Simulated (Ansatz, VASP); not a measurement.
One calculation of GaAs, two programs

```
As Ga
1.0
     0.00000    2.82685    2.82685
     2.82685    0.00000    2.82685
     2.82685    2.82685    0.00000
As Ga
1 1
Direct
  0.75000 0.75000 0.75000
  0.00000 0.00000 0.00000
```

Alike in both runs: task single point; functional PBE; k mesh 8 × 8 × 8; occupations gaussian, width 0.05 eV; no spin polarisation.

|  | VASP | Ansatz |
| --- | --- | --- |
| version | VASP 6.6.1 | Ansatz 0.2.0 |
| potentials or method | VASP PAW PBE potentials, release 64 (As, Ga_d), cutoff 520 eV | all-electron LAPW, scalar-relativistic |

```tsv
	VASP	Ansatz	Ansatz less VASP
gap on the k mesh at the Fermi level (eV)	0.52	0.52	+0.001
least direct gap on the mesh (eV)	0.52	0.52	+0.001
pressure (GPa)	3.4	3.3	-0.17
```

Ansatz ran all-electron here, and VASP with PAW potentials.
